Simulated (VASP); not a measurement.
# TePt (P6_3mc) in VASP: a series of runs

The runs below take TePt through single point, with r2SCAN.

Everything below comes from runs of VASP 6.6.1. Logs are shortened: lines on timing, memory, paths and dates and some standing lists are left out, and cuts for length are marked.

## 1. The cell of the first run

The structure is hexagonal, space group P6_3mc (No. 186). The conventional cell has a = 4.111 Å, b = 4.111 Å, c = 5.446 Å, α = 90.00°, β = 90.00°, γ = 120.00°. Te (site symmetry 3m) has 6 Pt at 2.68 to 2.80 Å within 3.5 Å. Within 3.5 Å of Pt (site symmetry 3m) lie 6 Te at 2.68 to 2.80 Å and 2 Pt at 2.72 Å.

## 2. Single point, r2SCAN (all Pt atoms moved +0.125 Å, as atom 3 along Cartesian [0 0 1])

The input, POSCAR:

```
TePt
1.0
    4.1109998117      0.0000000000      0.0000000000
   -2.0554999058      3.5602302719      0.0000000000
    0.0000000000      0.0000000000      5.4460000000
Te Pt
2 2
Direct
    0.3333333333      0.6666666667      0.2500000000
    0.6666666667      0.3333333333      0.7500000000
    0.0000000000      0.0000000000      0.0229526258
    0.0000000000      0.0000000000      0.5229526258
```

The input, INCAR.step1:

```
PREC = Accurate
ENCUT = 520
ISMEAR = 0
SIGMA = 0.15
LREAL = F
LASPH = T
NELM = 60
NBANDS = 24
GGA = PE
ALGO = Normal
EDIFF = 1E-4
LWAVE = T
LCHARG = F
```

The input, INCAR.step2:

```
PREC = Accurate
ENCUT = 520
EDIFF = 1E-6
ISMEAR = 0
SIGMA = 0.15
LREAL = F
LASPH = T
NELM = 60
ALGO = Normal
ISIF = 2
LWAVE = F
LCHARG = T
METAGGA = R2SCAN
LMIXTAU = T
LELF = T
LVHAR = T
NBANDS = 24
ISTART = 1
```

The input, KPOINTS:

```
regular mesh
0
Gamma
  12 12 10
```

Potentials or basis: VASP PAW PBE potentials, release 64 (Te, Pt).

Run with:

```bash
$ cat potpaw_PBE.64/Te/POTCAR potpaw_PBE.64/Pt/POTCAR > POTCAR
$ cp INCAR.step1 INCAR
$ mpirun -np 1 vasp_std > vasp.out
$ cp INCAR.step2 INCAR
$ mpirun -np 1 vasp_std > vasp.out
```

OUTCAR:

```text
PREC = Accurate
   ENCUT = 520
   EDIFF = 1E-6
   ISMEAR = 0
   LREAL = F
   LASPH = T
   NELM = 60
   ISIF = 2
   METAGGA = R2SCAN
   ISTART = 1

 ion  position               nearest neighbor table
   1  0.333  0.667  0.250-   3 2.68   3 2.68   3 2.68   4 2.80   4 2.80   4 2.80   2 3.61   2 3.61
                             2 3.61   2 3.61   2 3.61   2 3.61
   2  0.667  0.333  0.750-   4 2.68   4 2.68   4 2.68   3 2.80   3 2.80   3 2.80   1 3.61   1 3.61
                             1 3.61   1 3.61   1 3.61   1 3.61
   3  0.000  0.000  0.023-   1 2.68   1 2.68   1 2.68   4 2.72   4 2.72   2 2.80   2 2.80   2 2.80

   4  0.000  0.000  0.523-   2 2.68   2 2.68   2 2.68   3 2.72   3 2.72   1 2.80   1 2.80   1 2.80

  LATTYP: Found a hexagonal cell.
 ALAT       =     4.1109998117
 C/A-ratio  =     1.3247385671

  Lattice vectors:

 A1 = (   4.1109998117,   0.0000000000,   0.0000000000)
 A2 = (  -2.0554999058,   3.5602302719,   0.0000000000)
 A3 = (   0.0000000000,   0.0000000000,   5.4460000000)

Analysis of symmetry for initial positions (statically):
=====================================================================
 Subroutine PRICEL returns:
 Original cell was already a primitive cell.

 Routine SETGRP: Setting up the symmetry group for a
 hexagonal supercell.

 Subroutine GETGRP returns: Found 12 space group operations
 (whereof  6 operations were pure point group operations)
 out of a pool of 24 trial point group operations.

The static configuration has the point symmetry C_3v.
 The point group associated with its full space group is C_6v.

Analysis of symmetry for dynamics (positions and initial velocities):
=====================================================================
 Subroutine PRICEL returns:
 Original cell was already a primitive cell.

 Routine SETGRP: Setting up the symmetry group for a
 hexagonal supercell.

 Subroutine GETGRP returns: Found 12 space group operations
 (whereof  6 operations were pure point group operations)
 out of a pool of 24 trial point group operations.

The dynamic configuration has the point symmetry C_3v.
 The point group associated with its full space group is C_6v.

 Subroutine INISYM returns: Found 12 space group operations
 (whereof  6 operations are pure point group operations),
 and found     1 'primitive' translations

----------------------------------------------------------------------------------------

                                     Primitive cell

  volume of cell :      79.7082

  direct lattice vectors                    reciprocal lattice vectors
     4.110999812  0.000000000  0.000000000     0.243249829  0.140440354  0.000000000
    -2.055499906  3.560230272  0.000000000     0.000000000  0.280880708  0.000000000
     0.000000000  0.000000000  5.446000000     0.000000000  0.000000000  0.183621006

  length of vectors
     4.110999812  4.110999812  5.446000000     0.280880708  0.280880708  0.183621006

  position of ions in fractional coordinates (direct lattice)
     0.333333333  0.666666667  0.250000000
     0.666666667  0.333333333  0.750000000
     0.000000000  0.000000000  0.022952626
     0.000000000  0.000000000  0.522952626

  ion indices of the primitive-cell ions
   primitive index   ion index
                 1           1
                 2           2
                 3           3
                 4           4

----------------------------------------------------------------------------------------

 KPOINTS: regular mesh

Automatic generation of k-mesh.
 Grid dimensions read from file:
 generate k-points for:   12   12   10

 Generating k-lattice:

  Cartesian coordinates                     Fractional coordinates (reciprocal lattice)
     0.020270819  0.011703363  0.000000000     0.083333333  0.000000000  0.000000000
     0.000000000  0.023406726  0.000000000     0.000000000  0.083333333  0.000000000
     0.000000000  0.000000000  0.018362101     0.000000000  0.000000000  0.100000000

  Length of vectors
     0.023406726  0.023406726  0.018362101

  Shift w.r.t. Gamma in fractional coordinates (k-lattice)
     0.000000000  0.000000000  0.000000000

 Subroutine IBZKPT returns following result:
 ===========================================

 Found    114 irreducible k-points:

 Following reciprocal coordinates:
            Coordinates               Weight
  0.000000  0.000000  0.000000      1.000000
  0.083333  0.000000  0.000000      6.000000
  0.166667 -0.000000  0.000000      6.000000
  0.250000 -0.000000  0.000000      6.000000
  0.333333 -0.000000  0.000000      6.000000
  0.416667  0.000000  0.000000      6.000000
[... 16 lines left out ...]
  0.250000 -0.000000  0.100000     12.000000
  0.333333 -0.000000  0.100000     12.000000
 [... further k-points ...]
   k-points           NKPTS =    114   k-points in BZ     NKDIM =    114   number of bands    NBANDS=     24
   number of dos      NEDOS =    301   number of ions     NIONS =      4
   total plane-waves  NPLWV =  43008
   dimension x,y,z NGX =    32 NGY =   32 NGZ =   42
   dimension x,y,z NGXF=    64 NGYF=   64 NGZF=   84
   ions per type =               2   2
   NGX,Y,Z   is equivalent  to a cutoff of  12.94, 12.94, 12.82 a.u.
   NGXF,Y,Z  is equivalent  to a cutoff of  25.88, 25.88, 25.64 a.u.
 SYSTEM =  unknown system
   PREC   = accura    normal or accurate (medium, high low for compatibility)
   ISTART =      1    job   : 0-new  1-cont  2-samecut
   ICHARG =      0    charge: 1-file 2-atom 10-const
   ISPIN  =      1    spin polarized calculation?
   LNONCOLLINEAR =      F non collinear calculations
   LSORBIT =      F    spin-orbit coupling
   LASPH  =      T    aspherical Exc in radial PAW
   ENCUT  =  520.0 eV  38.22 Ry    6.18 a.u.   7.64  7.64 10.13*2*pi/ulx,y,z
   NELM   =     60;   NELMIN=  2; NELMDL=  0     # of ELM steps
   EDIFF  = 0.1E-05   stopping-criterion for ELM
   LREAL  =      F    real-space projection
   EDIFFG = 0.1E-04   stopping-criterion for IOM
   NSW    =      0    number of steps for IOM
   IBRION =     -1    ionic relax: 0-MD 1-quasi-New 2-CG
   NFREE  =      0    steps in history (QN), initial steepest desc. (CG)
   ISIF   =      2    stress and relaxation
   ISYM   =      2    0-nonsym 1-usesym 2-fastsym
   POTIM  = 0.5000    time-step for ionic-motion
   TEBEG  =    0.0;   TEEND  =   0.0 temperature during run
   PSTRESS=    0.0 pullay stress
   NELECT =      32.0000    total number of electrons
   NUPDOWN=      -1.0000    fix difference up-down
   EMIN   =  10.00;   EMAX   =-10.00  energy-range for DOS
   EFERMI =   0.00;   METHOD = LEGACY
   ISMEAR =     0;   SIGMA  =   0.15  broadening in eV -4-tet -1-fermi 0-gaus
   EFERMI_NEDOS =   21; number of points for ismear=-14 and -15
   IALGO  =     38    algorithm
   IMIX   =      4    mixing-type and parameters
     AMIX     =   0.40;   BMIX     =  1.00
     AMIX_MAG =   1.60;   BMIX_MAG =  1.00
  volume/ion in A,a.u.               =      19.93       134.47
  Fermi-wavevector in a.u.,A,eV,Ry     =   1.207695  2.282212 19.844452  1.458526
  Thomas-Fermi vector in A             =   2.343325
   LORBIT       =      0    0 simple, 1 ext, 2 COOP (PROOUT), +10 PAW based schemes
   METAGGA = R2SCAN    functional components
   LHFCALC =     F    Hartree Fock is set to
   AEXX    =    0.0000 exact exchange contribution
   IVDW    =     0    specifies the selected vdW correction
   LEPSILON=     F    determine dielectric tensor
   LRPA    =     F    only Hartree local field effects (RPA)
 non-spin polarized calculation
 Gauss-broadening in eV      SIGMA  =   0.15
  energy-cutoff  :      520.00
  volume of cell :       79.71
 maximum number of plane-waves:      2187
 NGX is ok and might be reduce to    32
   NGX = 15   NGY = 15   NGZ = 21

 number of electron      31.9999996 magnetization

 Free energy of the ion-electron system (eV)
  ---------------------------------------------------
  ext. energy  EPLUGINS =         0.00000000
  ---------------------------------------------------
  free energy    TOTEN  =      -154.23005142 eV

  energy without entropy =     -154.20596004  energy(sigma->0) =     -154.21800573

 E-fermi :  10.8337     XC(G=0): -12.3641

 val. band max:       10.8326941520   @ k =   0.1667   0.0833   0.4000
 cond. band min:      10.8349467493   @ k =   0.2500   0.1667   0.3000
 fundamental gap:      0.0022525973
 Fermi energy:        10.8337492837

 k-point     1 :       0.0000    0.0000    0.0000
  band No.  band energies     occupation
      1      -4.5643      2.00000
      2      -1.2554      2.00000
      3       2.5220      2.00000
      4       3.6799      2.00000
      5       3.6799      2.00000
      6       4.4177      2.00000
[... 16 lines left out ...]
     23      18.6712      0.00000
     24      18.6712      0.00000

 k-point     2 :       0.0833    0.0000    0.0000
  band No.  band energies     occupation
      1      -4.4833      2.00000
      2      -1.3116      2.00000
      3       2.6190      2.00000
      4       3.7095      2.00000
      5       3.8017      2.00000
      6       4.3805      2.00000
[... 16 lines left out ...]
     23      17.6151      0.00000
     24      18.2598      0.00000

 k-point     3 :       0.1667   -0.0000    0.0000
  band No.  band energies     occupation
      1      -4.2460      2.00000
      2      -1.4609      2.00000
      3       2.9094      2.00000
      4       3.7863      2.00000
      5       4.1188      2.00000
      6       4.2241      2.00000
[... 16 lines left out ...]
     23      16.9648      0.00000
     24      17.4589      0.00000
[... 514 lines left out ...]
 k-point    23 :       0.2500   -0.0000    0.1000
  band No.  band energies     occupation
      1      -3.8284      2.00000
      2      -1.7333      2.00000
      3       3.2920      2.00000
      4       3.7792      2.00000
      5       3.9155      2.00000
      6       4.7469      2.00000
[... 16 lines left out ...]
     23      17.5906      0.00000
     24      18.1727      0.00000

 k-point    24 :       0.3333   -0.0000    0.1000
  band No.  band energies     occupation
      1      -3.3618      2.00000
      2      -1.9188      2.00000
      3       2.9527      2.00000
      4       3.8097      2.00000
      5       3.9688      2.00000
      6       4.8040      2.00000
[... 16 lines left out ...]
     23      17.7760      0.00000
     24      19.3297      0.00000

 [... further k-points ...]
[... 5 lines left out ...]
  --------------------------------------------------------------------------------------
  -------------------------------------------------------------------------------------
  Total        7.9317383      7.9317383      8.0661747      0.0000000      0.0000000      0.0000000
  in kB      159.4321041    159.4321041    162.1343459      0.0000000      0.0000000      0.0000000
  external PRESSURE =     160.3328513 kB  Pullay stress =       0.0000000 kB

 VOLUME and BASIS-vectors are now :
 -----------------------------------------------------------------------------
  energy-cutoff  :      520.00
  volume of cell :       79.71
      direct lattice vectors                 reciprocal lattice vectors
     4.110999812  0.000000000  0.000000000     0.243249829  0.140440354  0.000000000
    -2.055499906  3.560230272  0.000000000     0.000000000  0.280880708  0.000000000
     0.000000000  0.000000000  5.446000000     0.000000000  0.000000000  0.183621006

 POSITION                                       TOTAL-FORCE (eV/Angst)
 -----------------------------------------------------------------------------------
     -0.00000      2.37349      1.36150        -0.000000      0.000000      0.465547
      2.05550      1.18674      4.08450         0.000000     -0.000000      0.465547
      0.00000      0.00000      0.12500        -0.000000     -0.000000     -0.465547
      0.00000      0.00000      2.84800         0.000000      0.000000     -0.465547
 -----------------------------------------------------------------------------------
    total drift:                               -0.000000      0.000000      0.000328

  FREE ENERGIE OF THE ION-ELECTRON SYSTEM (eV)
  ---------------------------------------------------
  free  energy   TOTEN  =      -154.2300514243 eV

  energy  without entropy=     -154.2059600357  energy(sigma->0) =     -154.21800573
```

Run time: 8.1 min. Hardware: 1 thread of Intel Xeon 6975P-C, shared host; peak memory 0.35 GiB.

Results:

```
Free energy            : -154.2301 eV
Pressure               : 16.0 GPa
Largest force          : 0.466 eV/Å
Band gap on the k mesh : zero (band 16 reaches 11.93 eV, above the bottom of band 17 at 10.32 eV)
```

Forces on the atoms (eV/Å):
```
Te   0.000  0.000  0.466
Te   0.000  0.000  0.466
Pt   0.000  0.000 -0.466
Pt   0.000  0.000 -0.466
```

Caveat: the cell differs from its parent crystal (all Pt atoms moved +0.125 Å, as atom 3 along Cartesian [0 0 1]); the PAW data sets were made with another functional, which shifts forces and pressure a little; spin-orbit coupling is left out, which moves the levels of the heavy elements.

## 3. Single point, r2SCAN (all Pt atoms moved +0.438 Å, as atom 3 along Cartesian [0 0 1])

POSCAR, as its differences from that of step 2:

```diff
@@ -10,3 +10,3 @@
     0.6666666667      0.3333333333      0.7500000000
-    0.0000000000      0.0000000000      0.0229526258
-    0.0000000000      0.0000000000      0.5229526258
+    0.0000000000      0.0000000000      0.0803341902
+    0.0000000000      0.0000000000      0.5803341902
```

The input, INCAR.step1:

```
SYSTEM = TePt
  PREC = Accurate
  ENCUT = 520
  ISMEAR = 0
  SIGMA = 0.15
  LREAL = .False.
  LASPH = .True.
  NELM = 60
  NBANDS = 24
  GGA = PE
  ALGO = Normal
  EDIFF = 1E-4
  LWAVE = .True.
  LCHARG = .False.
```

The input, INCAR.step2:

```
SYSTEM = TePt
  PREC = Accurate
  ENCUT = 520
  EDIFF = 1E-6
  ISMEAR = 0
  SIGMA = 0.15
  LREAL = .False.
  LASPH = .True.
  NELM = 60
  ALGO = Normal
  ISIF = 2
  LWAVE = .False.
  LCHARG = .True.
  METAGGA = R2SCAN
  LMIXTAU = .True.
  LELF = .True.
  LVHAR = .True.
  NBANDS = 24
  ISTART = 1
```

The input, KPOINTS:

```
regular mesh
0
Gamma
  12 12 10
  0 0 0
```

Potentials or basis: VASP PAW PBE potentials, release 64 (Te, Pt).

Run with:

```bash
$ cat potpaw_PBE.64/Te/POTCAR potpaw_PBE.64/Pt/POTCAR > POTCAR
$ cp INCAR.step1 INCAR
$ mpirun -np 1 vasp_std > vasp.out
$ cp INCAR.step2 INCAR
$ mpirun -np 1 vasp_std > vasp.out
```

Wall time 7.5 min (1 thread of Intel Xeon 6975P-C, shared host); peak memory 0.35 GiB.

Results (log left out):

* Free energy: -153.6259 eV
* Pressure: 21.1 GPa
* Largest force: 1.381 eV/Å
* Band gap on the k mesh: zero (band 16 reaches 12.27 eV, above the bottom of band 17 at 10.33 eV)

Forces on the atoms (eV/Å):
```
Te   0.000  0.000  1.381
Te   0.000  0.000  1.381
Pt   0.000  0.000 -1.381
Pt   0.000  0.000 -1.381
```

Stress tensor (GPa, compression positive):
```
23.45  0.00  0.00
 0.00 23.45  0.00
 0.00  0.00 16.28
```

Levels at points of the mesh, in eV from the Fermi level:
```tsv
k point	band 12	band 13	band 14	band 15	band 16	band 17	band 18	band 19	band 20	band 21
(0.00, 0.00, 0.00)	-2.52	-0.75	-0.75	0.32	0.46	2.09	2.64	2.64	2.81	4.98
(0.50, 0.00, 0.00)	-3.23	-2.96	-2.58	-2.33	-1.57	1.18	1.69	3.36	3.88	5.30
(0.00, 0.00, 0.50)	-4.14	-2.27	-2.27	1.47	1.47	1.47	1.47	4.06	4.06	5.90
(0.50, 0.00, 0.50)	-3.82	-3.54	-3.54	-0.74	-0.74	0.08	0.08	3.53	3.53	7.04
```

Caveat: the cell differs from its parent crystal (all Pt atoms moved +0.438 Å, as atom 3 along Cartesian [0 0 1]); the PAW data sets were made with another functional, which shifts forces and pressure a little; spin-orbit coupling is left out, which moves the levels of the heavy elements.

## 4. Single point, r2SCAN (all Pt atoms moved +0.312 Å, as atom 3 along Cartesian [0 0 1])

POSCAR, as its differences from that of step 3:

```diff
@@ -10,3 +10,3 @@
     0.6666666667      0.3333333333      0.7500000000
-    0.0000000000      0.0000000000      0.0803341902
-    0.0000000000      0.0000000000      0.5803341902
+    0.0000000000      0.0000000000      0.0573815645
+    0.0000000000      0.0000000000      0.5573815645
```

INCAR.step1 is that of step 3.

The input, INCAR.step2:

```
SYSTEM = TePt
  PREC = Accurate
  ENCUT = 520
  EDIFF = 1E-7
  ISMEAR = 0
  SIGMA = 0.15
  LREAL = .False.
  LASPH = .True.
  NELM = 60
  ALGO = Normal
  ISIF = 2
  LWAVE = .False.
  LCHARG = .False.
  METAGGA = R2SCAN
  LMIXTAU = .True.
  NBANDS = 24
  ISTART = 1
```

The input, KPOINTS:

```
Automatic mesh
0
Gamma
  12 12 10
  0 0 0
```

Run with:

```bash
$ cat potpaw_PBE.64/Te/POTCAR potpaw_PBE.64/Pt/POTCAR > POTCAR
$ cp INCAR.step1 INCAR
$ mpirun -np 1 vasp_std > vasp.out
$ cp INCAR.step2 INCAR
$ mpirun -np 1 vasp_std > vasp.out
```

It took 9.3 min on 1 thread of Intel Xeon 6975P-C, shared host; peak memory 0.35 GiB.

Results (log left out):

- Free energy: -153.9355 eV
- Pressure: 18.5 GPa
- Largest force: 1.081 eV/Å
- Band gap on the k mesh: zero (band 16 reaches 12.10 eV, above the bottom of band 17 at 10.33 eV)

Forces on the atoms (eV/Å):
```
Te   0.000  0.000  1.081
Te   0.000  0.000  1.081
Pt   0.000  0.000 -1.081
Pt   0.000  0.000 -1.081
```

Stress tensor (GPa, compression positive):
```
19.57  0.00  0.00
 0.00 19.57  0.00
 0.00  0.00 16.23
```

Levels at points of the mesh, in eV from the Fermi level:
```tsv
k point	band 12	band 13	band 14	band 15	band 16	band 17	band 18	band 19	band 20	band 21
(0.00, 0.00, 0.00)	-2.49	-1.21	-1.21	0.32	0.44	1.94	2.59	2.59	2.68	4.84
(0.50, 0.00, 0.00)	-3.30	-3.00	-2.59	-2.36	-1.59	1.30	2.13	3.49	3.92	5.03
(0.00, 0.00, 0.50)	-4.11	-2.47	-2.47	1.28	1.28	1.28	1.28	4.29	4.29	5.88
(0.50, 0.00, 0.50)	-3.71	-3.56	-3.56	-0.69	-0.69	0.29	0.29	3.21	3.21	7.12
```

Caveat: the cell differs from its parent crystal (all Pt atoms moved +0.312 Å, as atom 3 along Cartesian [0 0 1]); the PAW data sets were made with another functional, which shifts forces and pressure a little; spin-orbit coupling is left out, which moves the levels of the heavy elements.
